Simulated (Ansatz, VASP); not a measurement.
Be4Se3: VASP beside Ansatz

```xyz
7
Lattice="4.6837 0.0000 0.0000 0.0000 4.6837 0.0000 0.0000 0.0000 4.6837" Properties=species:S:1:pos:R:3 pbc="T T T"
Be    2.3418    0.0000    0.0000
Be    0.0000    2.3418    0.0000
Be    0.0000    0.0000    2.3418
Be    0.0000    0.0000    0.0000
Se    0.0000    2.3418    2.3418
Se    2.3418    0.0000    2.3418
Se    2.3418    2.3418    0.0000
```

Alike in both runs: functional PBE; k mesh 3 × 3 × 3; occupations gaussian, width 0.2 eV; no spin polarisation.

Ansatz relaxed the structure, and its values are those at the end. VASP's run is a single point on that final structure, the one shown.

|  | VASP | Ansatz |
| --- | --- | --- |
| version | VASP 6.6.1 | Ansatz 0.2.0 |
| potentials or method | VASP PAW PBE potentials, release 64 (Be, Se), cutoff 520 eV | scalar-relativistic, plane waves, PAW |
| valence electrons in the cell | 26 | 56 |

|  | VASP | Ansatz | Ansatz less VASP |
| --- | --- | --- | --- |
| gap on the k mesh at the Fermi level (eV) | none | none | - |
| pressure (GPa) | 0.8 | 0.7 | -0.09 |

A gap of «none» marks a metal or a gap that the smearing closes. The functional is the same, so the differences come from potentials, cutoffs and numerics. VASP's potentials hold 26 valence electrons a cell and Ansatz's 56, so a difference there can come from the potentials and not from the codes.

The k mesh is coarse, so the values compare programs but aren't converged.
